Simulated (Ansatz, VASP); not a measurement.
# Two plane-wave programs on KScSe2

File INCAR:

```
SYSTEM = KScSe2
PREC = Accurate
ENCUT = 520
EDIFF = 1E-6
ISMEAR = 0
SIGMA = 0.01
LREAL = .False.
LASPH = .True.
NELM = 60
ALGO = Normal
ISIF = 2
LWAVE = .False.
LCHARG = .False.
GGA = PE
NBANDS = 42
```

Contents of KPOINTS:

```
Automatic mesh
0
Gamma
  6 4 2
  0 0 0
```

The input POSCAR:

```
KScSe2
1.0
    3.9702127106      0.0000000000      0.0000000000
    0.0000000000      5.9890624572      0.0000000000
    0.0000000000      0.0000000000      9.2771548968
K Se Sc
2 4 2
Direct
    0.0000000000      0.0000000000      0.8918243125
    0.5000000000      0.5000000000      0.1081756875
    0.0000000000      0.5000000000      0.8082447932
    0.5000000000      0.0000000000      0.1917552068
    0.0000000000      0.5000000000      0.4060193436
    0.5000000000      0.0000000000      0.5939806564
    0.0000000000      0.0000000000      0.3873383417
    0.5000000000      0.5000000000      0.6126616583
```

Input for Ansatz:

```yaml
crystal:
  lattice:
    - [3.9702127106, 0.0, 0.0]
    - [0.0, 5.9890624572, 0.0]
    - [0.0, 0.0, 9.2771548968]
  atoms:
    - { symbol: K, position: [0.0, 0.0, 0.8918243125] }
    - { symbol: Se, position: [0.0, 0.5, 0.8082447932] }
    - { symbol: K, position: [0.5, 0.5, 0.1081756875] }
    - { symbol: Se, position: [0.5, 0.0, 0.1917552068] }
    - { symbol: Sc, position: [0.0, 0.0, 0.3873383417] }
    - { symbol: Se, position: [0.0, 0.5, 0.4060193436] }
    - { symbol: Sc, position: [0.5, 0.5, 0.6126616583] }
    - { symbol: Se, position: [0.5, 0.0, 0.5939806564] }
kpoints:
  mp_grid: { grid: [6, 4, 2] }
hamiltonian:
  xc: pbe
scf:
  occupations: { method: fixed }
  n_extra_bands: 6
output:
  forces: true
  stress: true
  eigenvalues: true
```

Alike in both runs: task single point; functional PBE; k mesh 6 × 4 × 2; no spin polarisation.

|  | VASP | Ansatz |
| --- | --- | --- |
| version | VASP 6.6.1 | Ansatz 0.2.0 |
| potentials or method | VASP PAW PBE potentials, release 64 (K_sv, Se, Sc_sv) | plane waves, PAW |
| plane-wave cutoff (eV) | 520 | 420 |
| occupations | gaussian, width 0.01 eV | fixed |
| valence electrons in the cell | 64 | 104 |

VASP gave:

| Item | Value |
| --- | --- |
| gap on the k mesh at the Fermi level (eV) | 1.36 |
| pressure (GPa) | -1.2 |
| rms of the force components (eV/Å) | 0.052 |

Task: Which values does Ansatz return?

Result: gap on the k mesh at the Fermi level (eV): 1.37; pressure (GPa): -1.3; rms of the force components (eV/Å): 0.058.

VASP's potentials hold 64 valence electrons a cell and Ansatz's 104, so a difference there can come from the potentials and not from the codes.
